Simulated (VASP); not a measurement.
Here is a VASP 6.6.1 calculation.

The input INCAR:

```
SYSTEM = ZrSi7
PREC = Accurate
ENCUT = 520
EDIFF = 1E-6
ISMEAR = -1
SIGMA = 0.087
LREAL = Auto
LASPH = .TRUE.
NELM = 100
ALGO = Normal
ISIF = 2
LWAVE = .FALSE.
LCHARG = .TRUE.
GGA = PE
LELF = .TRUE.
LVHAR = .TRUE.
NBANDS = 54
ISYM = 0
```

File KPOINTS:

```
Automatic mesh
0
Gamma
  1 1 1
  0.25 0.25 0.25
```

File POSCAR:

```
ZrSi7
1.0
    6.3834610000      0.2107420000      0.1575520000
    0.2107420000      6.5561630000     -0.0013120000
    0.1575520000     -0.0013120000      6.4400080000
Si Zr
14 2
Direct
    0.6860788082      0.2631071730      0.6609243511
    0.9274850291      0.2928373953     -0.0550716581
    0.9271040222      0.7435019517      0.3793766066
    1.0023302768     -0.0714975340      0.6902438717
    0.2562435533      0.6862069562      0.5037615822
    0.3775084138      0.3657806870      0.5028080243
    0.2789566520      0.2121279950      0.8342947918
    0.7127557539      0.3783479228      0.2905684741
    0.6142635024      0.6204425201      0.7594609474
    0.9607086293      0.6296164014      0.9439125682
    0.1499183475      0.0998689866      0.4088776121
    0.5522776642      0.6890582405      0.2738115533
    0.1839654056      0.4350609482      0.2048237646
    0.5434104805      0.9386138335      0.5378797749
    0.7020916231     -0.0165999474      0.0802072422
    0.2136874787      0.8759836127      0.0672842954
```

Potentials or basis: VASP PAW PBE potentials, release 64 (Si, Zr_sv).

The run is started by

```console
$ cat potpaw_PBE.64/Si/POTCAR potpaw_PBE.64/Zr_sv/POTCAR > POTCAR
$ mpirun -np 1 vasp_std > vasp.out
```

(1) Estimate the largest force.

(2) Estimate the band gap on the k mesh.

(3) What does it give for the pressure?

## Answers

(1) 2.525 eV/Å.

(2) 0.57 eV.

(3) 4.6 GPa.

Caveat: the k points lie up to 0.99 Å⁻¹ apart.
